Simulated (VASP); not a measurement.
Set up this calculation in VASP 6.6.1, as the native input.

- Task: single point
- Functional: PBE
- Potentials or basis: VASP PAW PBE potentials, release 64 (Ta_pv, I)
- Cutoff: 520 eV
- k mesh: 6 × 6 × 6
- Occupations: gaussian, width 0.05 eV
- Spin: collinear spin
- Starting moments: [0.5, 0.0, 0.0, 0.0] μB
- Dipole correction: no
- Further INCAR settings: ALGO = Normal; EDIFF = 1e-07; NBANDS = 28

The structure of TaI3 lies in POSCAR:

```
TaI3
1.0
    5.5923770448      0.0000000000      0.0000000000
    0.0000000000      5.5923770448      0.0000000000
    0.0000000000      0.0000000000      5.5923770448
Ta I
1 3
Direct
    0.0000000000      0.0000000000      0.0000000000
    0.5000000000      0.0000000000      0.0000000000
    0.0000000000      0.0000000000      0.5000000000
    0.0000000000      0.5000000000      0.0000000000
```

These files were run (other wordings do the same):

INCAR

```
SYSTEM = TaI3
PREC     = Accurate       ! precision mode
ENCUT    = 520            ! plane-wave cutoff, eV
EDIFF    = 1E-7           ! SCF threshold, eV
ISMEAR   = 0              ! smearing method
SIGMA    = 0.05           ! smearing width, eV
LREAL    = .FALSE.        ! projectors in reciprocal space
LASPH    = .TRUE.         ! aspherical terms in the spheres
NELM     = 150            ! most SCF steps
ALGO     = Normal         ! electronic algorithm
ISIF     = 2              ! what is computed and relaxed
LWAVE    = .FALSE.        ! write WAVECAR
LCHARG   = .FALSE.        ! write CHGCAR
ISPIN    = 2              ! spin polarisation
MAGMOM   = 0.5 0 0 0      ! initial moments
LORBIT   = 11             ! projections on sites
LMAXMIX  = 4              ! l up to which the mixer works
GGA      = PE             ! functional
NBANDS   = 28             ! bands
```

KPOINTS

```
regular mesh
0
G
  6 6 6
  0 0 0
```

Potentials or basis: VASP PAW PBE potentials, release 64 (Ta_pv, I).

Launch:

```sh
$ cat potpaw_PBE.64/Ta_pv/POTCAR potpaw_PBE.64/I/POTCAR > POTCAR
$ mpirun -np 1 vasp_std > vasp.out
```

Results of the run:

```
Pressure                                              : 0.0 GPa
Net moment                                            : 0.50 μB per cell
Site moments                                          : Ta +0.33; I +0.01 μB
Valence electrons inside the program's atomic spheres : Ta 8.66; I 4.33
```

Run time: 110 s on 1 thread of Intel(R) Xeon(R) 6975P-C (Granite Rapids), on a shared host, peak memory 0.39 GiB.
